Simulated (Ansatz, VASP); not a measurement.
**Two plane-wave programs on TiAl**

The input INCAR:

```
PREC = Accurate
ENCUT = 520
EDIFF = 1E-6
ISMEAR = 0
SIGMA = 0.15
LREAL = False
LASPH = True
NELM = 80
ALGO = Fast
ISIF = 2
LWAVE = False
LCHARG = False
NBANDS = 14
```

Contents of KPOINTS:

```
regular mesh
0
Gamma
  16 16 16
```

The input POSCAR:

```
TiAl
1.0
    3.1790640000     -0.0953719200      0.0000000000
   -0.0953719200      3.1790640000      0.0000000000
    0.0000000000      0.0000000000      3.1790640000
Ti Al
1 1
Direct
    0.0000000000      0.0000000000      0.0000000000
    0.5000000000      0.5000000000      0.5000000000
```

Input for Ansatz:

```yaml
crystal:
  lattice:
    - [3.179064, -0.09537192, 0.0]
    - [-0.09537192, 3.179064, 0.0]
    - [0.0, 0.0, 3.179064]
  atoms:
    - { symbol: Ti, position: [0.0, 0.0, 0.0] }
    - { symbol: Al, position: [0.5, 0.5, 0.5] }
basis:
  ecutwfc: 420
kpoints:
  mp_grid: { grid: [16, 16, 16] }
hamiltonian:
  xc: lda
scf:
  occupations: { method: gaussian, width: 0.15 }
output:
  forces: true
  stress: true
  eigenvalues: true
```

Change from the starting cell: strain -0.0600 x Voigt [0, 0, 0, 0, 0, 1], atoms carried along.

Alike in both runs: task single point; functional LDA; k mesh 16 × 16 × 16; occupations gaussian, width 0.15 eV; no spin polarisation.

|  | VASP | Ansatz |
| --- | --- | --- |
| version | VASP 6.6.1 | Ansatz 0.2.0 |
| potentials or method | VASP PAW LDA potentials, release 64 (Ti_sv, Al), cutoff 520 eV | scalar-relativistic, plane waves, PAW |
| valence electrons in the cell | 15 | 15 |

```tsv
	VASP	Ansatz	Ansatz less VASP
gap on the k mesh at the Fermi level (eV)	none	none	-
pressure (GPa)	-5.3	-5.4	-0.11
traceless stress, the component that is largest in VASP (GPa)	3.95	3.94	-0.012
```

LDA's correlation is that of Perdew and Zunger in VASP and of Perdew and Wang (1992) in Ansatz. A gap of «none» marks a metal or a gap that the smearing closes.
